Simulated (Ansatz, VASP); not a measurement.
## BeS: VASP beside Ansatz

POSCAR

```
BeS
1.0
    0.0000000000      2.4250000000      2.4250000000
    2.4250000000      0.0000000000      2.4250000000
    2.4250000000      2.4250000000      0.0000000000
S Be
1 1
Direct
    0.7500000000      0.7500000000      0.7500000000
    0.0000000000      0.0000000000      0.0000000000
```

The input INCAR.step1:

```
SYSTEM = BeS
PREC = Accurate ; ENCUT = 600
EDIFF = 1E-5 ; ISMEAR = -1
SIGMA = 0.05 ; LREAL = .False.
LASPH = .True. ; NELM = 80
ALGO = Normal ; LWAVE = .True.
LCHARG = .False. ; GGA = PE
NBANDS = 11
```

INCAR.step2

```
SYSTEM = BeS
PREC = Accurate ; ENCUT = 600
EDIFF = 1E-6 ; ISMEAR = -1
SIGMA = 0.05 ; LREAL = .False.
LASPH = .True. ; NELM = 80
ALGO = Normal ; ISIF = 3
LWAVE = .False. ; LCHARG = .False.
GGA = PE ; LHFCALC = .True.
AEXX = 0.25 ; PRECFOCK = Normal
IBRION = 2 ; NSW = 60
EDIFFG = -0.01 ; ISTART = 1
```

The input KPOINTS:

```
Automatic mesh
0
Gamma
  5 5 5
  0 0 0
```

File input:

```
crystal:
  lattice:
    - [0.0, 2.425, 2.425]
    - [2.425, 0.0, 2.425]
    - [2.425, 2.425, 0.0]
  atoms:
    - { symbol: S, position: [0.75, 0.75, 0.75] }
    - { symbol: Be, position: [0.0, 0.0, 0.0] }
hamiltonian:
  xc: pbe0
  pseudopotentials: { kind: paw }
kpoints:
  mp_grid: { grid: [5, 5, 5] }
scf:
  occupations: { method: fermi_dirac, width: 0.05 }
output:
  forces: true
  stress: true
  eigenvalues: true
relax:
  f_tol: 0.01
  max_steps: 40
  cell: { stress_tol: 0.05 }
```

Alike in both runs: task relaxation of cell and atoms; functional PBE0; k mesh 5 × 5 × 5; occupations fermi-dirac, width 0.05 eV; no spin polarisation.

|  | VASP | Ansatz |
| --- | --- | --- |
| version | VASP 6.6.1 | Ansatz 0.2.0 |
| potentials or method | VASP PAW PBE potentials, release 64 (S, Be) | Ansatz PAW |
| plane-wave cutoff (eV) | 600 | 420 |
| valence electrons in the cell | 8 | 8 |

Ansatz gave:

- gap on the k mesh at the Fermi level, each at its own relaxed structure (eV): 5.10
- relaxed volume (Å³/atom): 14.30
- relaxed cell length with the largest relative difference (Å): 3.433

Q: Which values does VASP return?

A: gap on the k mesh at the Fermi level, each at its own relaxed structure (eV): 5.11; relaxed volume (Å³/atom): 14.29; relaxed cell length with the largest relative difference (Å): 3.431.

The k mesh is coarse, so the values compare programs but aren't converged. Noted on Ansatz's run: odd divisions of the mesh miss points on the zone boundary, where band edges often lie, so the gap on the mesh can be too wide; the plane-wave basis is chosen anew once the cell has moved, so the energies of steps on either side of that aren't comparable.
